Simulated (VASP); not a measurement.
A run of VASP 6.6.1 is set up as follows.

Contents of INCAR:

```
  ALGO = Normal
  EDIFF = 1E-6
  ENCUT = 520
  GGA = PS
  ISIF = 2
  ISMEAR = 0
  LASPH = True
  LCHARG = True
  LELF = True
  LREAL = False
  LVHAR = True
  LWAVE = False
  NBANDS = 16
  NELM = 60
  PREC = Accurate
  SIGMA = 0.05
```

The input KPOINTS:

```
k-points
0
Gamma
  8 8 8
```

The input POSCAR:

```
ZnS
1.0
    0.0000000000      2.5270157953      2.5270157953
    2.5270157953      0.0000000000      2.5270157953
    2.5270157953      2.5270157953      0.0000000000
Zn S
1 1
Direct
    0.2500000000      0.2500000000      0.2500000000
    0.0000000000      0.0000000000      0.0000000000
```

Potentials or basis: VASP PAW PBE potentials, release 64 (Zn, S).

Launch:

```console
$ cat potpaw_PBE.64/Zn/POTCAR potpaw_PBE.64/S/POTCAR > POTCAR
$ mpirun -np 1 vasp_std > vasp.out
```

Question: Estimate the pressure.

Answer: 20.6 GPa.

Question: Predict the band gap on the k mesh.

Answer: 2.72 eV, indirect (least direct gap 2.89 eV).

Caveat: the PAW data sets were made with another functional, which shifts forces and pressure a little. A k mesh can miss the band edges.
